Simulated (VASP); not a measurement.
Na, 2 atoms in the cell. Symmetry: P6_3/mmc, No. 194, hexagonal system. Conventional cell: a = 3.841 Å, b = 3.841 Å, c = 6.275 Å, α = 90.00°, β = 90.00°, γ = 120.00°. Within 5.0 Å of Na (site symmetry -6m2) lie 12 Na at 3.84 Å.  This cell differs from its parent crystal: volume scaled by 1.06.

```yaml
Program: VASP 6.6.1
Task: single point
Functional: LDA
Potentials_or_basis: VASP PAW LDA potentials, release 64 (Na_pv)
Cutoff: 520 eV
k_mesh: 8 × 8 × 5
Occupations: fermi-dirac, width 0.05 eV
Spin: no spin polarisation
Dipole_correction: no
Further_INCAR_settings: ALGO = Fast; EDIFF = 1e-06; NBANDS = 14
```

Potentials or basis: VASP PAW LDA potentials, release 64 (Na_pv).

Run with:

```sh
$ cat potpaw_LDA.64/Na_pv/POTCAR > POTCAR
$ mpirun -np 1 vasp_std > vasp.out
```

Hardware: 1 thread of AMD EPYC 9R45 96-Core Processor (Zen 5), with other jobs on the host.

Problem. Estimate the wall time of this run.

Solution. Run time: 16 s on 1 thread of AMD EPYC 9R45 96-Core Processor (Zen 5) (shared host), peak memory 0.13 GiB. Counts: scf iterations 12, k points 30.
